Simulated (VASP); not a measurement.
# Al (I4_1/amd) in VASP: notebook

The runs below take Al through single point, relaxation of cell and atoms, with r2SCAN.

Program: VASP 6.6.1. These are calculated values, not measurements. Logs are shortened: lines on timing, memory, paths and dates and some standing lists are left out, and cuts for length are marked.

**1. The cell of the first run**

Symmetry: I4_1/amd, No. 141, tetragonal system. Conventional cell: a = 5.264 Å, b = 5.264 Å, c = 2.714 Å, α = 90.00°, β = 90.00°, γ = 90.00°. Al (site symmetry -4m2) has 10 Al at 2.71 to 3.33 Å within 3.6 Å.

**2. Single point, r2SCAN**

Input file POSCAR:

```
Al
1.0
   -2.6321463822      2.6321463822      1.3570970997
    2.6321463822     -2.6321463822      1.3570970997
    2.6321463822      2.6321463822     -1.3570970997
Al
2
Direct
    0.0000000000      0.0000000000      0.0000000000
    0.7500000000      0.2500000000      0.5000000000
```

Input file INCAR.step1:

```
SYSTEM = Al
PREC     = Accurate       ! precision mode
ENCUT    = 520            ! plane-wave cutoff, eV
ISMEAR   = 0              ! smearing method
SIGMA    = 0.1            ! smearing width, eV
LREAL    = .False.        ! projectors in reciprocal space
LASPH    = .True.         ! aspherical terms in the spheres
NELM     = 60             ! most SCF steps
NBANDS   = 10             ! bands
GGA      = PE             ! functional
ALGO     = Normal         ! electronic algorithm
EDIFF    = 1E-4           ! SCF threshold, eV
LWAVE    = .True.         ! write WAVECAR
LCHARG   = .False.        ! write CHGCAR
```

Input file INCAR.step2:

```
SYSTEM = Al
PREC     = Accurate       ! precision mode
ENCUT    = 520            ! plane-wave cutoff, eV
EDIFF    = 1E-6           ! SCF threshold, eV
ISMEAR   = 0              ! smearing method
SIGMA    = 0.1            ! smearing width, eV
LREAL    = .False.        ! projectors in reciprocal space
LASPH    = .True.         ! aspherical terms in the spheres
NELM     = 60             ! most SCF steps
ALGO     = Normal         ! electronic algorithm
ISIF     = 2              ! what is computed and relaxed
LWAVE    = .False.        ! write WAVECAR
LCHARG   = .True.         ! write CHGCAR
METAGGA  = R2SCAN         ! meta-GGA
LMIXTAU  = .True.       
LELF     = .True.         ! ELF
LVHAR    = .True.       
NBANDS   = 10             ! bands
ISTART   = 1
```

Input file KPOINTS:

```
Automatic mesh
0
Gamma
  8 8 8
  0 0 0
```

Potentials or basis: VASP PAW PBE potentials, release 64 (Al).

Launch:

```console
cat potpaw_PBE.64/Al/POTCAR > POTCAR
cp INCAR.step1 INCAR
mpirun -np 1 vasp_std > vasp.out
cp INCAR.step2 INCAR
mpirun -np 1 vasp_std > vasp.out
```

OUTCAR:

```text
SYSTEM = Al
   PREC = Accurate
   ENCUT = 520
   EDIFF = 1E-6
   ISMEAR = 0
   LREAL = .False.
   LASPH = .True.
   NELM = 60
   ISIF = 2
   METAGGA = R2SCAN
   ISTART = 1

 ion  position               nearest neighbor table
   1  0.000  0.000  0.000-   2 2.72   2 2.72   2 2.72   2 2.72   2 3.33   2 3.33   2 3.33   2 3.33

   2  0.750  0.250  0.500-   1 2.72   1 2.72   1 2.72   1 2.72   1 3.33   1 3.33   1 3.33   1 3.33

  LATTYP: Found a body centered tetragonal cell.
 ALAT       =     5.2642927644
 C/A-ratio  =     0.5155857246

  Lattice vectors:

 A1 = (  -2.6321463822,   2.6321463822,   1.3570970997)
 A2 = (   2.6321463822,  -2.6321463822,   1.3570970997)
 A3 = (   2.6321463822,   2.6321463822,  -1.3570970997)

Analysis of symmetry for initial positions (statically):
=====================================================================
 Subroutine PRICEL returns:
 Original cell was already a primitive cell.

 Routine SETGRP: Setting up the symmetry group for a
 body centered tetragonal supercell.

 Subroutine GETGRP returns: Found 16 space group operations
 (whereof  8 operations were pure point group operations)
 out of a pool of 16 trial point group operations.

The static configuration has the point symmetry D_2d.
 The point group associated with its full space group is D_4h.

Analysis of symmetry for dynamics (positions and initial velocities):
=====================================================================
 Subroutine PRICEL returns:
 Original cell was already a primitive cell.

 Routine SETGRP: Setting up the symmetry group for a
 body centered tetragonal supercell.

 Subroutine GETGRP returns: Found 16 space group operations
 (whereof  8 operations were pure point group operations)
 out of a pool of 16 trial point group operations.

The dynamic configuration has the point symmetry D_2d.
 The point group associated with its full space group is D_4h.

 Subroutine INISYM returns: Found 16 space group operations
 (whereof  8 operations are pure point group operations),
 and found     1 'primitive' translations

----------------------------------------------------------------------------------------

                                     Primitive cell

  volume of cell :      37.6089

  direct lattice vectors                    reciprocal lattice vectors
    -2.632146382  2.632146382  1.357097100     0.000000000  0.189959040  0.368433475
     2.632146382 -2.632146382  1.357097100     0.189959040  0.000000000  0.368433475
     2.632146382  2.632146382 -1.357097100     0.189959040  0.189959040  0.000000000

  length of vectors
     3.962082999  3.962082999  3.962082999     0.414521003  0.414521003  0.268642651

  position of ions in fractional coordinates (direct lattice)
     0.000000000  0.000000000  0.000000000
     0.750000000  0.250000000  0.500000000

  ion indices of the primitive-cell ions
   primitive index   ion index
                 1           1
                 2           2

----------------------------------------------------------------------------------------

 KPOINTS: Automatic mesh

Automatic generation of k-mesh.
 Grid dimensions read from file:
 generate k-points for:    8    8    8

 Generating k-lattice:

  Cartesian coordinates                     Fractional coordinates (reciprocal lattice)
     0.000000000  0.023744880  0.046054184     0.125000000  0.000000000  0.000000000
     0.023744880  0.000000000  0.046054184     0.000000000  0.125000000  0.000000000
     0.023744880  0.023744880  0.000000000     0.000000000  0.000000000  0.125000000

  Length of vectors
     0.051815125  0.051815125  0.033580331

  Shift w.r.t. Gamma in fractional coordinates (k-lattice)
     0.000000000  0.000000000  0.000000000

 Subroutine IBZKPT returns following result:
 ===========================================

 Found     59 irreducible k-points:

 Following reciprocal coordinates:
            Coordinates               Weight
  0.000000  0.000000  0.000000      1.000000
  0.125000 -0.000000  0.000000      8.000000
  0.250000 -0.000000  0.000000      8.000000
  0.375000 -0.000000  0.000000      8.000000
  0.500000 -0.000000  0.000000      4.000000
  0.125000  0.125000  0.000000      8.000000
[... 16 lines left out ...]
  0.250000  0.125000  0.125000     16.000000
  0.375000  0.125000  0.125000      8.000000
 [... further k-points ...]
   k-points           NKPTS =     59   k-points in BZ     NKDIM =     59   number of bands    NBANDS=     10
   number of dos      NEDOS =    301   number of ions     NIONS =      2
   total plane-waves  NPLWV =  27000
   dimension x,y,z NGX =    30 NGY =   30 NGZ =   30
   dimension x,y,z NGXF=    60 NGYF=   60 NGZF=   60
   ions per type =               2
   NGX,Y,Z   is equivalent  to a cutoff of  12.59, 12.59, 12.59 a.u.
   NGXF,Y,Z  is equivalent  to a cutoff of  25.18, 25.18, 25.18 a.u.
 SYSTEM =  Al
   PREC   = accura    normal or accurate (medium, high low for compatibility)
   ISTART =      1    job   : 0-new  1-cont  2-samecut
   ICHARG =      0    charge: 1-file 2-atom 10-const
   ISPIN  =      1    spin polarized calculation?
   LNONCOLLINEAR =      F non collinear calculations
   LSORBIT =      F    spin-orbit coupling
   LASPH  =      T    aspherical Exc in radial PAW
   ENCUT  =  520.0 eV  38.22 Ry    6.18 a.u.   7.37  7.37  7.37*2*pi/ulx,y,z
   NELM   =     60;   NELMIN=  2; NELMDL=  0     # of ELM steps
   EDIFF  = 0.1E-05   stopping-criterion for ELM
   LREAL  =      F    real-space projection
   EDIFFG = 0.1E-04   stopping-criterion for IOM
   NSW    =      0    number of steps for IOM
   IBRION =     -1    ionic relax: 0-MD 1-quasi-New 2-CG
   NFREE  =      0    steps in history (QN), initial steepest desc. (CG)
   ISIF   =      2    stress and relaxation
   ISYM   =      2    0-nonsym 1-usesym 2-fastsym
   POTIM  = 0.5000    time-step for ionic-motion
   TEBEG  =    0.0;   TEEND  =   0.0 temperature during run
   PSTRESS=    0.0 pullay stress
   NELECT =       6.0000    total number of electrons
   NUPDOWN=      -1.0000    fix difference up-down
   EMIN   =  10.00;   EMAX   =-10.00  energy-range for DOS
   EFERMI =   0.00;   METHOD = LEGACY
   ISMEAR =     0;   SIGMA  =   0.10  broadening in eV -4-tet -1-fermi 0-gaus
   EFERMI_NEDOS =   21; number of points for ismear=-14 and -15
   IALGO  =     38    algorithm
   IMIX   =      4    mixing-type and parameters
     AMIX     =   0.40;   BMIX     =  1.00
     AMIX_MAG =   1.60;   BMIX_MAG =  1.00
  volume/ion in A,a.u.               =      18.80       126.90
  Fermi-wavevector in a.u.,A,eV,Ry     =   0.887895  1.677878 10.726254  0.788357
  Thomas-Fermi vector in A             =   2.009253
   LORBIT       =      0    0 simple, 1 ext, 2 COOP (PROOUT), +10 PAW based schemes
   METAGGA = R2SCAN    functional components
   LHFCALC =     F    Hartree Fock is set to
   AEXX    =    0.0000 exact exchange contribution
   IVDW    =     0    specifies the selected vdW correction
   LEPSILON=     F    determine dielectric tensor
   LRPA    =     F    only Hartree local field effects (RPA)
 non-spin polarized calculation
 Gauss-broadening in eV      SIGMA  =   0.10
  energy-cutoff  :      520.00
  volume of cell :       37.61
 maximum number of plane-waves:      1029
 NGX is ok and might be reduce to    30
   NGX = 15   NGY = 15   NGZ = 15

 number of electron       6.0000000 magnetization

 Free energy of the ion-electron system (eV)
  ---------------------------------------------------
  ext. energy  EPLUGINS =         0.00000000
  ---------------------------------------------------
  free energy    TOTEN  =       -12.76916398 eV

  energy without entropy =      -12.76673476  energy(sigma->0) =      -12.76794937

 E-fermi :   6.4187     XC(G=0): -10.3515

 val. band max:        6.3979566170   @ k =  -0.2500   0.3750   0.2500
 cond. band min:       6.4478027646   @ k =   0.3750  -0.0000   0.0000
 fundamental gap:      0.0498461477
 Fermi energy:         6.4187169970

 k-point     1 :       0.0000    0.0000    0.0000
  band No.  band energies     occupation
      1      -4.2815      2.00000
      2       5.8687      2.00000
      3       5.8687      2.00000
      4       6.8586      0.00000
      5       8.6365      0.00000
      6      15.2338      0.00000
      7      16.9471      0.00000
      8      16.9471      0.00000
      9      17.3160      0.00000
     10      19.9603      0.00000

 k-point     2 :       0.1250   -0.0000    0.0000
  band No.  band energies     occupation
      1      -3.8589      2.00000
      2       5.3352      2.00000
      3       5.6978      2.00000
      4       8.0863      0.00000
      5       9.6040      0.00000
      6      14.1013      0.00000
      7      14.8943      0.00000
      8      16.8374      0.00000
      9      16.9089      0.00000
     10      17.3173      0.00000

 k-point     3 :       0.2500   -0.0000    0.0000
  band No.  band energies     occupation
      1      -2.5981      2.00000
      2       5.2057      2.00000
      3       5.7615      2.00000
      4       9.3620      0.00000
      5      11.1938      0.00000
      6      11.8198      0.00000
      7      12.4242      0.00000
      8      13.7549      0.00000
      9      14.3708      0.00000
     10      15.6053      0.00000

 k-point     4 :       0.3750   -0.0000    0.0000
  band No.  band energies     occupation
      1      -0.5206      2.00000
      2       5.7134      2.00000
      3       5.9792      2.00000
      4       6.4478      0.68083
      5       9.4154      0.00000
      6      10.4994      0.00000
      7      13.0471      0.00000
      8      14.1069      0.00000
      9      14.4450      0.00000
     10      15.3248      0.00000
[... 222 lines left out ...]
 k-point    22 :       0.1250    0.1250    0.1250
  band No.  band energies     occupation
      1      -2.2482      2.00000
      2       3.2061      2.00000
      3       7.6369      0.00000
      4       9.0051      0.00000
      5      10.5987      0.00000
      6      11.1057      0.00000
      7      13.0931      0.00000
      8      14.4738      0.00000
      9      14.7392      0.00000
     10      16.2700      0.00000

 k-point    23 :       0.2500    0.1250    0.1250
  band No.  band energies     occupation
      1      -0.1758      2.00000
      2       3.8619      2.00000
      3       6.2159      1.99587
      4       7.3248      0.00000
      5       9.2357      0.00000
      6      12.0747      0.00000
      7      12.6832      0.00000
      8      13.8392      0.00000
      9      14.2917      0.00000
     10      16.9270      0.00000

 k-point    24 :       0.3750    0.1250    0.1250
  band No.  band energies     occupation
      1       2.6001      2.00000
      2       2.7442      2.00000
      3       5.1688      2.00000
      4       5.4241      2.00000
      5      10.3026      0.00000
      6      10.8883      0.00000
      7      13.3819      0.00000
      8      13.5282      0.00000
      9      15.4732      0.00000
     10      17.1889      0.00000

 [... further k-points ...]
[... 5 lines left out ...]
  --------------------------------------------------------------------------------------
  -------------------------------------------------------------------------------------
  Total       -0.0362743     -0.0362743     -0.0536342      0.0000000      0.0000000      0.0000000
  in kB       -1.5453221     -1.5453221     -2.2848704      0.0000000      0.0000000      0.0000000
  external PRESSURE =      -1.7918382 kB  Pullay stress =       0.0000000 kB

 VOLUME and BASIS-vectors are now :
 -----------------------------------------------------------------------------
  energy-cutoff  :      520.00
  volume of cell :       37.61
      direct lattice vectors                 reciprocal lattice vectors
    -2.632146382  2.632146382  1.357097100     0.000000000  0.189959040  0.368433475
     2.632146382 -2.632146382  1.357097100     0.189959040  0.000000000  0.368433475
     2.632146382  2.632146382 -1.357097100     0.189959040  0.189959040  0.000000000

 POSITION                                       TOTAL-FORCE (eV/Angst)
 -----------------------------------------------------------------------------------
      0.00000      0.00000      0.00000        -0.000000      0.000000     -0.000000
      0.00000      2.63215      0.67855         0.000000     -0.000000      0.000000
 -----------------------------------------------------------------------------------
    total drift:                                0.000000     -0.000000      0.000000

  FREE ENERGIE OF THE ION-ELECTRON SYSTEM (eV)
  ---------------------------------------------------
  free  energy   TOTEN  =       -12.7691639770 eV

  energy  without entropy=      -12.7667347592  energy(sigma->0) =      -12.76794937
```

Wall time 67 s (1 thread of Intel Xeon Platinum 8488C (Sapphire Rapids), shared host); peak memory 0.17 GiB.

Results:

```yaml
Free_energy: -12.7692 eV
Pressure: -0.2 GPa
Band_gap_on_the_k_mesh: zero (band 3 reaches 9.09 eV, above the bottom of band 4 at 1.69 eV)
```

Levels at points of the mesh, in eV from the Fermi level:
```
           k point  band 1  band 2  band 3  band 4  band 5  band 6  band 7
(0.00, 0.00, 0.00)  -10.70   -0.55   -0.55    0.44    2.22    8.82   10.53
(0.50, 0.00, 0.00)   -4.15   -4.02    0.21    0.95    1.56    2.40    6.61
(0.50, 0.50, 0.00)   -7.90   -7.90    2.01    2.01    3.92    3.92   11.57
(0.50, 0.50, 0.50)   -5.51   -5.51   -4.73   -4.73    9.08    9.08   14.84
```

Caveat: the PAW data sets were made with another functional, which shifts forces and pressure a little.

(Part 1 of 2 ends here.)
